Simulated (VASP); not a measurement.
# W3O (P4_2mc) in VASP: further runs, part 2 of 2

VASP 6.6.1. The steps go on from the part before.

**3. Single point, PBEsol (all W atoms moved +0.013 Å, as atom 1 along Cartesian [0 1 0])**

Input file INCAR:

```
SYSTEM = W3O
PREC     = Accurate       ! precision mode
ENCUT    = 520            ! plane-wave cutoff, eV
EDIFF    = 1E-7           ! SCF threshold, eV
ISMEAR   = 0              ! smearing method
SIGMA    = 0.15           ! smearing width, eV
LREAL    = .FALSE.        ! projectors in reciprocal space
LASPH    = .TRUE.         ! aspherical terms in the spheres
NELM     = 80             ! most SCF steps
ALGO     = Normal         ! electronic algorithm
ISIF     = 2              ! what is computed and relaxed
LWAVE    = .FALSE.        ! write WAVECAR
LCHARG   = .TRUE.         ! write CHGCAR
GGA      = PS             ! functional
LELF     = .TRUE.         ! ELF
LVHAR    = .TRUE.       
NBANDS   = 58             ! bands
```

Input file KPOINTS:

```
Automatic mesh
0
G
  8 8 8
  0 0 0
```

Input file POSCAR:

```
W3O
1.0
    4.8313496810      0.0000000000      0.0000000000
    0.0000000000      4.8313496810      0.0000000000
    0.0000000000      0.0000000000      4.8313496810
W O
6 2
Direct
    0.5000000000      0.7525872687      0.0000000000
    0.0000000000      0.5025872687      0.7500000000
    0.2500000000      0.0025872687      0.5000000000
    0.5000000000      0.2525872687      0.0000000000
    0.0000000000      0.5025872687      0.2500000000
    0.7500000000      0.0025872687      0.5000000000
    0.5000000000      0.5000000000      0.5000000000
    0.0000000000      0.0000000000      0.0000000000
```

Potentials or basis: VASP PAW PBE potentials, release 64 (W_sv, O).

On the command line:

```
cat potpaw_PBE.64/W_sv/POTCAR potpaw_PBE.64/O/POTCAR > POTCAR
mpirun -np 1 vasp_std > vasp.out
```

OUTCAR:

```text
SYSTEM = W3O
   PREC = Accurate
   ENCUT = 520
   EDIFF = 1E-7
   ISMEAR = 0
   LREAL = .FALSE.
   LASPH = .TRUE.
   NELM = 80
   ISIF = 2
   GGA = PS

 ion  position               nearest neighbor table
   1  0.500  0.753  0.000-   4 2.42   4 2.42   8 2.70   8 2.70   7 2.71   7 2.71   2 2.96   3 2.96
                             6 2.96   5 2.96   6 2.96   2 2.96   5 2.96   3 2.96
   2  0.000  0.503  0.750-   5 2.42   5 2.42   8 2.69   7 2.70   7 2.70   8 2.71   4 2.96   1 2.96
                             3 2.96   6 2.96   6 2.96   1 2.96   4 2.96   3 2.96
   3  0.250  0.003  0.500-   6 2.42   6 2.42   7 2.69   8 2.70   8 2.70   7 2.71   4 2.96   1 2.96
                             4 2.96   5 2.96   2 2.96   5 2.96   1 2.96   2 2.96
   4  0.500  0.253  0.000-   1 2.42   1 2.42   7 2.70   7 2.70   8 2.71   8 2.71   3 2.96   3 2.96
                             6 2.96   5 2.96   6 2.96   2 2.96   5 2.96   2 2.96
   5  0.000  0.503  0.250-   2 2.42   2 2.42   8 2.69   7 2.70   7 2.70   8 2.71   3 2.96   4 2.96
                             3 2.96   6 2.96   6 2.96   1 2.96   4 2.96   1 2.96
   6  0.750  0.003  0.500-   3 2.42   3 2.42   7 2.69   8 2.70   8 2.70   7 2.71   1 2.96   1 2.96
                             4 2.96   4 2.96   2 2.96   5 2.96   5 2.96   2 2.96
   7  0.500  0.500  0.500-   3 2.69   6 2.69   4 2.70   4 2.70   2 2.70   5 2.70   2 2.70   5 2.70
                             1 2.71   1 2.71   3 2.71   6 2.71
   8  0.000  0.000  0.000-   2 2.69   5 2.69   1 2.70   1 2.70   6 2.70   3 2.70   6 2.70   3 2.70
                             4 2.71   4 2.71   2 2.71   5 2.71

  LATTYP: Found a simple cubic cell.
 ALAT       =     4.8313496810

  Lattice vectors:

 A1 = (   4.8313496810,   0.0000000000,   0.0000000000)
 A2 = (   0.0000000000,   4.8313496810,   0.0000000000)
 A3 = (   0.0000000000,   0.0000000000,   4.8313496810)

Analysis of symmetry for initial positions (statically):
=====================================================================
 Subroutine PRICEL returns:
 Original cell was already a primitive cell.

 Routine SETGRP: Setting up the symmetry group for a
 simple cubic supercell.

 Subroutine GETGRP returns: Found  8 space group operations
 (whereof  4 operations were pure point group operations)
 out of a pool of 48 trial point group operations.

The static configuration has the point symmetry C_2v.
 The point group associated with its full space group is C_4v.

Analysis of symmetry for dynamics (positions and initial velocities):
=====================================================================
 Subroutine PRICEL returns:
 Original cell was already a primitive cell.

 Routine SETGRP: Setting up the symmetry group for a
 simple cubic supercell.

 Subroutine GETGRP returns: Found  8 space group operations
 (whereof  4 operations were pure point group operations)
 out of a pool of 48 trial point group operations.

The dynamic configuration has the point symmetry C_2v.
 The point group associated with its full space group is C_4v.

 Subroutine INISYM returns: Found  8 space group operations
 (whereof  4 operations are pure point group operations),
 and found     1 'primitive' translations

----------------------------------------------------------------------------------------

                                     Primitive cell
[... 60 lines left out ...]
  0.000000  0.000000  0.000000      1.000000
  0.125000  0.000000  0.000000      4.000000
  0.000000  0.125000  0.000000      2.000000
  0.250000  0.000000  0.000000      4.000000
  0.000000  0.250000  0.000000      2.000000
  0.375000  0.000000  0.000000      4.000000
[... 16 lines left out ...]
  0.375000  0.250000  0.000000      8.000000
  0.000000  0.375000  0.250000      8.000000
 [... further k-points ...]
   k-points           NKPTS =     75   k-points in BZ     NKDIM =     75   number of bands    NBANDS=     58
   number of dos      NEDOS =    301   number of ions     NIONS =      8
   total plane-waves  NPLWV =  46656
   dimension x,y,z NGX =    36 NGY =   36 NGZ =   36
   dimension x,y,z NGXF=    72 NGYF=   72 NGZF=   72
   ions per type =               6   2
   NGX,Y,Z   is equivalent  to a cutoff of  12.39, 12.39, 12.39 a.u.
   NGXF,Y,Z  is equivalent  to a cutoff of  24.78, 24.78, 24.78 a.u.
 SYSTEM =  W3O
   PREC   = accura    normal or accurate (medium, high low for compatibility)
   ISTART =      0    job   : 0-new  1-cont  2-samecut
   ICHARG =      2    charge: 1-file 2-atom 10-const
   ISPIN  =      1    spin polarized calculation?
   LNONCOLLINEAR =      F non collinear calculations
   LSORBIT =      F    spin-orbit coupling
   LASPH  =      T    aspherical Exc in radial PAW
   ENCUT  =  520.0 eV  38.22 Ry    6.18 a.u.   8.98  8.98  8.98*2*pi/ulx,y,z
   NELM   =     80;   NELMIN=  2; NELMDL= -5     # of ELM steps
   EDIFF  = 0.1E-06   stopping-criterion for ELM
   LREAL  =      F    real-space projection
   EDIFFG = 0.1E-05   stopping-criterion for IOM
   NSW    =      0    number of steps for IOM
   IBRION =     -1    ionic relax: 0-MD 1-quasi-New 2-CG
   NFREE  =      0    steps in history (QN), initial steepest desc. (CG)
   ISIF   =      2    stress and relaxation
   ISYM   =      2    0-nonsym 1-usesym 2-fastsym
   POTIM  = 0.5000    time-step for ionic-motion
   TEBEG  =    0.0;   TEEND  =   0.0 temperature during run
   PSTRESS=    0.0 pullay stress
   NELECT =      96.0000    total number of electrons
   NUPDOWN=      -1.0000    fix difference up-down
   EMIN   =  10.00;   EMAX   =-10.00  energy-range for DOS
   EFERMI =   0.00;   METHOD = LEGACY
   ISMEAR =     0;   SIGMA  =   0.15  broadening in eV -4-tet -1-fermi 0-gaus
   EFERMI_NEDOS =   21; number of points for ismear=-14 and -15
   IALGO  =     38    algorithm
   IMIX   =      4    mixing-type and parameters
     AMIX     =   0.40;   BMIX     =  1.00
     AMIX_MAG =   1.60;   BMIX_MAG =  1.00
  volume/ion in A,a.u.               =      14.10        95.13
  Fermi-wavevector in a.u.,A,eV,Ry     =   1.551542  2.931989 32.753053  2.407281
  Thomas-Fermi vector in A             =   2.656046
   LORBIT       =      0    0 simple, 1 ext, 2 COOP (PROOUT), +10 PAW based schemes
   GGA     = PS    functional components
   LHFCALC =     F    Hartree Fock is set to
   AEXX    =    0.0000 exact exchange contribution
   IVDW    =     0    specifies the selected vdW correction
   LEPSILON=     F    determine dielectric tensor
   LRPA    =     F    only Hartree local field effects (RPA)
 non-spin polarized calculation
 Gauss-broadening in eV      SIGMA  =   0.15
  energy-cutoff  :      520.00
  volume of cell :      112.77
 maximum number of plane-waves:      3060
 NGX is ok and might be reduce to    36
   NGX = 17   NGY = 17   NGZ = 17

 number of electron      95.9999967 magnetization

 Free energy of the ion-electron system (eV)
  ---------------------------------------------------
  ext. energy  EPLUGINS =         0.00000000
  ---------------------------------------------------
  free energy    TOTEN  =       -86.55705619 eV

  energy without entropy =      -86.48033532  energy(sigma->0) =      -86.51869576

 E-fermi :  10.0909     XC(G=0): -13.4050

 val. band max:       10.0747481778   @ k =   0.3750   0.2500   0.0000
 cond. band min:      10.0920795771   @ k =   0.1250   0.0000   0.1250
 fundamental gap:      0.0173313993
 Fermi energy:        10.0908554688

 k-point     1 :       0.0000    0.0000    0.0000
  band No.  band energies     occupation
      1     -64.1030      2.00000
      2     -64.0369      2.00000
      3     -64.0369      2.00000
      4     -63.8010      2.00000
      5     -63.8010      2.00000
      6     -63.8009      2.00000
[... 1453 lines left out ...]
     57      12.9051      0.00000
     58      12.9101      0.00000

 [... further k-points ...]
[... 5 lines left out ...]
  --------------------------------------------------------------------------------------
  -------------------------------------------------------------------------------------
  Total        0.7030250      0.7014075      0.7030250      0.0000000      0.0000000      0.0000000
  in kB        9.9879403      9.9649596      9.9879403      0.0000000      0.0000000      0.0000000
  external PRESSURE =       9.9802801 kB  Pullay stress =       0.0000000 kB

 VOLUME and BASIS-vectors are now :
 -----------------------------------------------------------------------------
  energy-cutoff  :      520.00
  volume of cell :      112.77
      direct lattice vectors                 reciprocal lattice vectors
     4.831349681  0.000000000  0.000000000     0.206981499  0.000000000  0.000000000
     0.000000000  4.831349681  0.000000000     0.000000000  0.206981499  0.000000000
     0.000000000  0.000000000  4.831349681     0.000000000  0.000000000  0.206981499

 POSITION                                       TOTAL-FORCE (eV/Angst)
 -----------------------------------------------------------------------------------
      2.41567      3.63601      0.00000         0.000000      0.014319     -0.000000
      0.00000      2.42817      3.62351         0.000000      0.019868     -0.000341
      1.20784      0.01250      2.41567        -0.000341      0.019868     -0.000000
      2.41567      1.22034      0.00000         0.000000      0.014319     -0.000000
      0.00000      2.42817      1.20784         0.000000      0.019868      0.000341
      3.62351      0.01250      2.41567         0.000341      0.019868     -0.000000
      2.41567      2.41567      2.41567         0.000000     -0.054054     -0.000000
      0.00000      0.00000      0.00000         0.000000     -0.054054     -0.000000
 -----------------------------------------------------------------------------------
    total drift:                                0.000000      0.000366      0.000007

  FREE ENERGIE OF THE ION-ELECTRON SYSTEM (eV)
  ---------------------------------------------------
  free  energy   TOTEN  =       -86.5570561901 eV

  energy  without entropy=      -86.4803353229  energy(sigma->0) =      -86.51869576
```

Run time: 5.6 min. Hardware: 1 thread of AMD EPYC 9R45 (Zen 5), shared host; peak memory 0.41 GiB.

Results:

```
Free energy            : -86.5571 eV
Pressure               : 1.0 GPa
Largest force          : 0.054 eV/Å
Band gap on the k mesh : zero (bands 48 and 49 overlap by 0.95 eV)
```

Forces on the atoms (eV/Å):
```
W    0.000  0.014  0.000
W    0.000  0.020  0.000
W    0.000  0.020  0.000
W    0.000  0.014  0.000
W    0.000  0.020  0.000
W    0.000  0.020  0.000
O    0.000 -0.054  0.000
O    0.000 -0.054  0.000
```

Caveat: the cell differs from its parent crystal (all W atoms moved +0.013 Å, as atom 1 along Cartesian [0 1 0]); the PAW data sets were made with another functional, which shifts forces and pressure a little; spin-orbit coupling is left out, which moves the levels of the heavy elements.
